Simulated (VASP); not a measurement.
# Bi2Se3 (R-3m) in VASP: notebook, part 3 of 3

VASP 6.6.1. Earlier steps stand in the parts before.

## Step 5: Single point, LDA

This run uses another cell than the first one, of 27.13 Å³/atom.

INCAR reads:

```
  PREC = Accurate
  ENCUT = 520
  EDIFF = 1E-6
  ISMEAR = -1
  SIGMA = 0.05
  LREAL = F
  LASPH = T
  NELM = 100
  ALGO = Normal
  ISIF = 2
  LWAVE = F
  LCHARG = T
  LELF = T
  LVHAR = T
  NBANDS = 32
```

KPOINTS reads:

```
regular mesh
0
Gamma
  8 8 8
```

POSCAR reads:

```
Bi2Se3
1.0
    2.0523088104      1.1849010441      9.2962259603
   -2.0523088104      1.1849010441      9.2962259603
    0.0000000000     -2.3698020883      9.2962259603
Bi Se
2 3
Direct
    0.5986409168      0.5986409168      0.5986409168
    0.4013590832      0.4013590832      0.4013590832
    0.7907391345      0.7907391345      0.7907391345
    0.2092608655      0.2092608655      0.2092608655
    0.0000000000      0.0000000000      0.0000000000
```

Potentials or basis: VASP PAW LDA potentials, release 64 (Bi_d, Se).

The run is started by

```bash
$ cat potpaw_LDA.64/Bi_d/POTCAR potpaw_LDA.64/Se/POTCAR > POTCAR
$ mpirun -np 1 vasp_std > vasp.out
```

OUTCAR:

```text
PREC = Accurate
   ENCUT = 520
   EDIFF = 1E-6
   ISMEAR = -1
   LREAL = F
   LASPH = T
   NELM = 100
   ISIF = 2

 ion  position               nearest neighbor table
   1  0.599  0.599  0.599-   4 2.84   4 2.84   4 2.84   5 3.04   5 3.04   5 3.04
   2  0.401  0.401  0.401-   3 2.84   3 2.84   3 2.84   5 3.04   5 3.04   5 3.04
   3  0.791  0.791  0.791-   2 2.84   2 2.84   2 2.84
   4  0.209  0.209  0.209-   1 2.84   1 2.84   1 2.84
   5  0.000  0.000  0.000-   1 3.04   2 3.04   1 3.04   1 3.04   2 3.04   2 3.04

  LATTYP: Found a trigonal (rhomboedric) cell.
 ALAT       =     9.5935279768
 COS(alpha) =     0.9084709991

  Lattice vectors:

 A1 = (   2.0523088104,   1.1849010441,   9.2962259603)
 A2 = (  -2.0523088104,   1.1849010441,   9.2962259603)
 A3 = (   0.0000000000,  -2.3698020883,   9.2962259603)

Analysis of symmetry for initial positions (statically):
=====================================================================
 Subroutine PRICEL returns:
 Original cell was already a primitive cell.

 Routine SETGRP: Setting up the symmetry group for a
 trigonal (rhombohedral) supercell.

 Subroutine GETGRP returns: Found 12 space group operations
 (whereof 12 operations were pure point group operations)
 out of a pool of 12 trial point group operations.

The static configuration has the point symmetry D_3d.

Analysis of symmetry for dynamics (positions and initial velocities):
=====================================================================
 Subroutine PRICEL returns:
 Original cell was already a primitive cell.

 Routine SETGRP: Setting up the symmetry group for a
 trigonal (rhombohedral) supercell.

 Subroutine GETGRP returns: Found 12 space group operations
 (whereof 12 operations were pure point group operations)
 out of a pool of 12 trial point group operations.

The dynamic configuration has the point symmetry D_3d.

 Subroutine INISYM returns: Found 12 space group operations
 (whereof 12 operations are pure point group operations),
 and found     1 'primitive' translations

----------------------------------------------------------------------------------------

                                     Primitive cell

  volume of cell :     135.6384

  direct lattice vectors                    reciprocal lattice vectors
     2.052308810  1.184901044  9.296225960     0.243628053  0.140658722  0.035856845
    -2.052308810  1.184901044  9.296225960    -0.243628053  0.140658722  0.035856845
     0.000000000 -2.369802088  9.296225960     0.000000000 -0.281317444  0.035856845

  length of vectors
     9.593527977  9.593527977  9.593527977     0.283593402  0.283593402  0.283593402

  position of ions in fractional coordinates (direct lattice)
     0.598640917  0.598640917  0.598640917
     0.401359083  0.401359083  0.401359083
     0.790739135  0.790739135  0.790739135
     0.209260865  0.209260865  0.209260865
     0.000000000  0.000000000  0.000000000

  ion indices of the primitive-cell ions
   primitive index   ion index
                 1           1
                 2           2
                 3           3
                 4           4
                 5           5

[... 22 lines left out ...]
 ===========================================

 Found     65 irreducible k-points:

 Following reciprocal coordinates:
            Coordinates               Weight
  0.000000  0.000000  0.000000      1.000000
  0.125000 -0.000000  0.000000      6.000000
  0.250000 -0.000000  0.000000      6.000000
  0.375000  0.000000  0.000000      6.000000
  0.500000 -0.000000  0.000000      3.000000
  0.125000  0.125000  0.000000      6.000000
[... 16 lines left out ...]
  0.250000  0.125000  0.125000      6.000000
  0.375000  0.125000  0.125000      6.000000
 [... further k-points ...]
   k-points           NKPTS =     65   k-points in BZ     NKDIM =     65   number of bands    NBANDS=     32
   number of dos      NEDOS =    301   number of ions     NIONS =      5
   total plane-waves  NPLWV = 373248
   dimension x,y,z NGX =    72 NGY =   72 NGZ =   72
   dimension x,y,z NGXF=   144 NGYF=  144 NGZF=  144
   ions per type =               2   3
   NGX,Y,Z   is equivalent  to a cutoff of  12.48, 12.48, 12.48 a.u.
   NGXF,Y,Z  is equivalent  to a cutoff of  24.95, 24.95, 24.95 a.u.
 SYSTEM =  unknown system
   PREC   = accura    normal or accurate (medium, high low for compatibility)
   ISTART =      0    job   : 0-new  1-cont  2-samecut
   ICHARG =      2    charge: 1-file 2-atom 10-const
   ISPIN  =      1    spin polarized calculation?
   LNONCOLLINEAR =      F non collinear calculations
   LSORBIT =      F    spin-orbit coupling
   LASPH  =      T    aspherical Exc in radial PAW
   ENCUT  =  520.0 eV  38.22 Ry    6.18 a.u.  17.84 17.84 17.84*2*pi/ulx,y,z
   NELM   =    100;   NELMIN=  2; NELMDL= -5     # of ELM steps
   EDIFF  = 0.1E-05   stopping-criterion for ELM
   LREAL  =      F    real-space projection
   EDIFFG = 0.1E-04   stopping-criterion for IOM
   NSW    =      0    number of steps for IOM
   IBRION =     -1    ionic relax: 0-MD 1-quasi-New 2-CG
   NFREE  =      0    steps in history (QN), initial steepest desc. (CG)
   ISIF   =      2    stress and relaxation
   ISYM   =      2    0-nonsym 1-usesym 2-fastsym
   POTIM  = 0.5000    time-step for ionic-motion
   TEBEG  =    0.0;   TEEND  =   0.0 temperature during run
   PSTRESS=    0.0 pullay stress
   NELECT =      48.0000    total number of electrons
   NUPDOWN=      -1.0000    fix difference up-down
   EMIN   =  10.00;   EMAX   =-10.00  energy-range for DOS
   EFERMI =   0.00;   METHOD = LEGACY
   ISMEAR =    -1;   SIGMA  =   0.05  broadening in eV -4-tet -1-fermi 0-gaus
   EFERMI_NEDOS =   21; number of points for ismear=-14 and -15
   IALGO  =     38    algorithm
   IMIX   =      4    mixing-type and parameters
     AMIX     =   0.40;   BMIX     =  1.00
     AMIX_MAG =   1.60;   BMIX_MAG =  1.00
  volume/ion in A,a.u.               =      27.13       183.07
  Fermi-wavevector in a.u.,A,eV,Ry     =   1.157962  2.188231 18.243728  1.340876
  Thomas-Fermi vector in A             =   2.294569
   LORBIT       =      0    0 simple, 1 ext, 2 COOP (PROOUT), +10 PAW based schemes
   GGA     = CA    functional components
   LHFCALC =     F    Hartree Fock is set to
   AEXX    =    0.0000 exact exchange contribution
   IVDW    =     0    specifies the selected vdW correction
   LEPSILON=     F    determine dielectric tensor
   LRPA    =     F    only Hartree local field effects (RPA)
 non-spin polarized calculation
  energy-cutoff  :      520.00
  volume of cell :      135.64
 maximum number of plane-waves:      3706
   NGX = 35   NGY = 35   NGZ = 35

 number of electron      48.0000005 magnetization

 Free energy of the ion-electron system (eV)
  ---------------------------------------------------
  ext. energy  EPLUGINS =         0.00000000
  ---------------------------------------------------
  free energy    TOTEN  =       -23.42858507 eV

  energy without entropy =      -23.42821005  energy(sigma->0) =      -23.42839756

 E-fermi :   5.4830     XC(G=0): -10.0168

 val. band max:        5.4583489921   @ k =   0.0000   0.0000   0.0000
 cond. band min:       5.4992570832   @ k =   0.0000   0.0000   0.0000
 fundamental gap:      0.0409080910
 Fermi energy:         5.4829651858

 k-point     1 :       0.0000    0.0000    0.0000
  band No.  band energies     occupation
      1     -17.6928      2.00000
      2     -17.6928      2.00000
      3     -17.6903      2.00000
      4     -17.6903      2.00000
      5     -17.6762      2.00000
      6     -17.6731      2.00000
[... 829 lines left out ...]
     31       9.8444      0.00000
     32      11.5517      0.00000

 [... further k-points ...]

------------------------ aborting loop because EDIFF is reached ----------------------------------------

  FORCE on cell =-STRESS in cart. coord.  units (eV):
  Direction    XX          YY          ZZ          XY          YZ          ZX
  --------------------------------------------------------------------------------------
  -------------------------------------------------------------------------------------
  Total        0.1661795      0.1661795      0.1583805      0.0000000     -0.0000000      0.0000000
  in kB        1.9629323      1.9629323      1.8708099      0.0000000     -0.0000000      0.0000000
  external PRESSURE =       1.9322249 kB  Pullay stress =       0.0000000 kB

 VOLUME and BASIS-vectors are now :
 -----------------------------------------------------------------------------
  energy-cutoff  :      520.00
  volume of cell :      135.64
      direct lattice vectors                 reciprocal lattice vectors
     2.052308810  1.184901044  9.296225960     0.243628053  0.140658722  0.035856845
    -2.052308810  1.184901044  9.296225960    -0.243628053  0.140658722  0.035856845
     0.000000000 -2.369802088  9.296225960     0.000000000 -0.281317444  0.035856845

 POSITION                                       TOTAL-FORCE (eV/Angst)
 -----------------------------------------------------------------------------------
      0.00000     -0.00000     16.69530         0.000000     -0.000000      0.020220
      0.00000     -0.00000     11.19337         0.000000      0.000000     -0.020220
      0.00000     -0.00000     22.05267         0.000000     -0.000000      0.032786
      0.00000     -0.00000      5.83601         0.000000      0.000000     -0.032786
      0.00000      0.00000      0.00000         0.000000      0.000000      0.000000
 -----------------------------------------------------------------------------------
    total drift:                               -0.000000     -0.000000      0.000000

  FREE ENERGIE OF THE ION-ELECTRON SYSTEM (eV)
  ---------------------------------------------------
  free  energy   TOTEN  =       -23.4285850680 eV

  energy  without entropy=      -23.4282100463  energy(sigma->0) =      -23.42839756
```

OSZICAR:

```text
N       E                     dE             d eps       ncg     rms          rms(c)
DAV:   1     0.470357360089E+03    0.47036E+03   -0.22816E+04  4160   0.157E+03
DAV:   2     0.313671919426E+02   -0.43899E+03   -0.42094E+03  4256   0.417E+02
DAV:   3    -0.218828751419E+02   -0.53250E+02   -0.50485E+02  5496   0.151E+02
DAV:   4    -0.240943151645E+02   -0.22114E+01   -0.21996E+01  4616   0.320E+01
DAV:   5    -0.241750585145E+02   -0.80743E-01   -0.80730E-01  5976   0.637E+00    0.547E+00
DAV:   6    -0.234440112942E+02    0.73105E+00   -0.92682E-01  5760   0.711E+00    0.347E+00
DAV:   7    -0.234330692605E+02    0.10942E-01   -0.30077E-01  4680   0.237E+00    0.178E+00
DAV:   8    -0.234295572494E+02    0.35120E-02   -0.41011E-02  4872   0.104E+00    0.511E-01
DAV:   9    -0.234285538424E+02    0.10034E-02   -0.22505E-03  5344   0.383E-01    0.120E-01
DAV:  10    -0.234285767145E+02   -0.22872E-04   -0.89674E-04  4688   0.153E-01    0.529E-02
DAV:  11    -0.234285800014E+02   -0.32869E-05   -0.79662E-05  4864   0.566E-02    0.319E-02
DAV:  12    -0.234285854617E+02   -0.54604E-05   -0.24869E-05  4752   0.236E-02    0.921E-03
DAV:  13    -0.234285850680E+02    0.39376E-06   -0.26716E-06  3336   0.149E-02
   1 F= -.23428585E+02 E0= -.23428398E+02  d E =-.375022E-03
```

Wall time 23 min (1 thread of Intel Xeon 8259CL, shared host); peak memory 0.68 GiB.

Results:

```
Free energy            : -23.4286 eV
Pressure               : 0.2 GPa
Largest force          : 0.033 eV/Å
Band gap on the k mesh : 0.04 eV
```

Forces in eV/Å, atoms in the order of the input:
```
Bi   0.000  0.000  0.020
Bi   0.000  0.000 -0.020
Se   0.000  0.000  0.033
Se   0.000  0.000 -0.033
Se   0.000  0.000  0.000
```

Caveat: spin-orbit coupling is left out, which moves the levels of the heavy elements.

## Step 6: Overview

| level | potentials or basis | cell | k mesh | gap on the mesh (eV) | pressure (GPa) | largest force (eV/Å) |
| --- | --- | --- | --- | --- | --- | --- |
| PBE | VASP PAW PBE potentials, release 64 (Bi_d, Se) | a = 9.840 Å, angles 24.3°, 5 atoms, atomic positions A | 6 × 6 × 6 | 0.22 | 2.5 | 0.19 |
| PBEsol+D3(BJ) | VASP PAW PBE potentials, release 64 (Bi_d, Se) | a = 9.514 Å, angles 24.8°, 5 atoms, atomic positions B | 8 × 8 × 8 | 0.04 | 0.1 | 0.02 |
| BLYP+D3(BJ) | VASP PAW PBE potentials, release 64 (Bi_d, Se) | a = 9.663 Å, angles 24.9°, 5 atoms, atomic positions C | 8 × 8 × 8 | 0.15 | 0.2 | 0.04 |
| LDA | VASP PAW LDA potentials, release 64 (Bi_d, Se) | a = 9.594 Å, angles 24.7°, 5 atoms, atomic positions D | 8 × 8 × 8 | 0.04 | 0.2 | 0.03 |

Alike in all rows: task single point; no spin polarisation; cutoff (eV) 520; smearing fermi-dirac 0.05 eV.

Caveats: spin-orbit coupling is left out, which moves the levels of the heavy elements; the PAW data sets were made with another functional, which shifts forces and pressure a little (at least some runs).

Absolute energies hang on the potentials; compare differences alone.
